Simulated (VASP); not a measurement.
# PtS2: single point with PBEsol

PtS2:

```
Pt S
1.0
     3.54320    0.00000    0.00000
    -1.77160    3.06850    0.00000
     0.00000    0.00000    5.03880
Pt S
1 2
Direct
  0.00000 0.00000 0.00000
  0.30074 0.60149 0.25000
  0.66667 0.33333 0.75000
```

This cell differs from its parent crystal: atom 2 (S) moved by (+0.000, -0.200) A along x and y.

```yaml
Program: VASP 6.6.1
Task: single point
Functional: PBEsol
Potentials_or_basis: VASP PAW PBE potentials, release 64 (Pt, S)
Cutoff: 520 eV
k_mesh: 12 × 12 × 8
Occupations: gaussian, width 0.05 eV
Spin: no spin polarisation
```

```yaml
Pressure: -1.3 GPa
Largest_force: 2.041 eV/Å
Band_gap_on_the_k_mesh: 0.36 eV (least direct gap 0.57 eV)
```

Forces on the atoms (eV/Å):
```
Pt   0.000 -1.884 -0.407
S    0.000  2.037 -0.118
S    0.000 -0.153  0.525
```

Stress tensor (GPa, compression positive):
```
-4.23  0.00  0.00
 0.00  3.05  7.35
 0.00  7.35 -2.67
```

Levels at points of the mesh, in eV from the valence-band top:
```tsv
k point	band 7	band 8	band 9	band 10	band 11	band 12	band 13	band 14	band 15	band 16
(0.00, 0.00, 0.00)	-3.87	-2.33	-1.21	-0.78	0.00	1.47	2.05	4.42	5.13	7.60
(0.50, 0.00, 0.00)	-3.45	-3.30	-3.04	-2.91	-2.42	1.06	2.41	5.50	6.30	7.97
(0.00, 0.50, 0.00)	-3.77	-3.39	-3.15	-3.00	-2.50	1.61	2.20	5.02	6.10	7.38
(0.00, 0.00, 0.50)	-3.91	-2.88	-1.54	-1.26	-1.15	2.26	2.52	5.43	6.83	7.58
(0.50, 0.00, 0.50)	-3.36	-3.15	-2.80	-2.42	-1.28	1.33	2.15	4.69	4.98	7.17
(0.00, 0.50, 0.50)	-3.50	-3.26	-2.81	-2.59	-1.74	1.17	2.03	5.27	5.39	7.45
```

It took 6.7 min on 1 thread of Intel Xeon 8259CL (shared host), peak memory 0.41 GiB.

Caveat: the cell differs from its parent crystal (atom 2 (S) moved by (+0.000, -0.200) A along x and y); the stress differs along the axes, from -4 to 3 GPa; the PAW data sets were made with another functional, which shifts forces and pressure a little; spin-orbit coupling is left out, which moves the levels of the heavy elements. A k mesh can miss the band edges.
